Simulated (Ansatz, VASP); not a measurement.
# Ni in VASP and in Ansatz

```
CELL_PARAMETERS angstrom
2.48804 0.00000 0.00000
0.00000 3.51862 0.00000
0.00000 0.00000 20.97610
ATOMIC_POSITIONS crystal
Ni 0.00000 0.00000 0.38604
Ni 0.50000 0.50000 0.43867
Ni 0.00000 0.00000 0.50000
Ni 0.50000 0.50000 0.56133
Ni 0.00000 0.00000 0.61396
```

Alike in both runs: functional PBE; k mesh 15 × 10 × 1; occupations fermi-dirac, width 0.05 eV; collinear spin.

Ansatz relaxed the structure, and its values are those at the end. VASP's run is a single point on that final structure, the one shown.

|  | VASP | Ansatz |
| --- | --- | --- |
| version | VASP 6.6.1 | Ansatz 0.2.0 |
| potentials or method | VASP PAW PBE potentials, release 64 (Ni) | PAW with Ansatz's default frozen-core files, scalar-relativistic |
| plane-wave cutoff (eV) | 520 | 420 |
| valence electrons in the cell | 50 | 90 |

|  | VASP | Ansatz | Ansatz less VASP |
| --- | --- | --- | --- |
| rms of the force components (eV/Å) | 0.005 | 0.002 | -0.0025 |
| net moment per atom (μB) | 0.70 | 0.72 | +0.015 |
| size of the moment on the site where the two differ most (μB) | 0.68 | 0.73 | +0.044 |

Site moments also hang on the region over which each program counts them. With one functional, cell and mesh, what is left measures potentials, basis and numerics. VASP's potentials hold 50 valence electrons a cell and Ansatz's 90, so a difference there can come from the potentials and not from the codes. Ansatz's warnings: stress scf threshold loose.
